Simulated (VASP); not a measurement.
## Si2I: single point with PBE

The system is Si2I.

```
CELL_PARAMETERS angstrom
-2.56007 2.56007 5.44212
2.56007 -2.56007 5.44212
2.56007 2.56007 -5.44212
ATOMIC_POSITIONS crystal
Si 0.75000 0.25000 0.00001
Si 0.25000 0.25000 0.50000
Si 0.25000 0.75000 0.99999
Si 0.75000 0.75000 0.50000
I 0.25000 0.25000 0.00000
I 0.75000 0.75000 0.00000
```

```
Program                : VASP 6.6.1
Task                   : single point
Functional             : PBE
Potentials or basis    : VASP PAW PBE potentials, release 64 (Si, I)
Cutoff                 : 520 eV
k mesh                 : 10 × 10 × 10
Occupations            : gaussian, width 0.1 eV
Spin                   : no spin polarisation
Dipole correction      : no
Further INCAR settings : ALGO = Normal; EDIFF = 1e-07; NBANDS = 24
```

- Pressure: 0.0 GPa
- Band gap on the k mesh: zero (bands 15 and 16 overlap by 2.27 eV)

Levels at points of the mesh, in eV from the Fermi level:
```
           k point  band 13  band 14  band 15  band 16  band 17  band 18
(0.00, 0.00, 0.00)    -1.07    -0.13     0.06     0.06     1.99     2.28
(0.50, 0.00, 0.00)    -2.69    -2.69     0.45     0.45     1.63     1.63
(0.50, 0.50, 0.00)    -0.68     0.27     0.80     1.01     1.06     1.67
(0.50, 0.50, 0.50)    -1.60    -1.60    -1.24    -1.24    -0.92    -0.05
```

Wall time 4.3 min on 1 thread of Intel(R) Xeon(R) 6975P-C (Granite Rapids), with other jobs on the host, peak memory 0.52 GiB.

Caveat: spin-orbit coupling is left out, which moves the levels of the heavy elements.
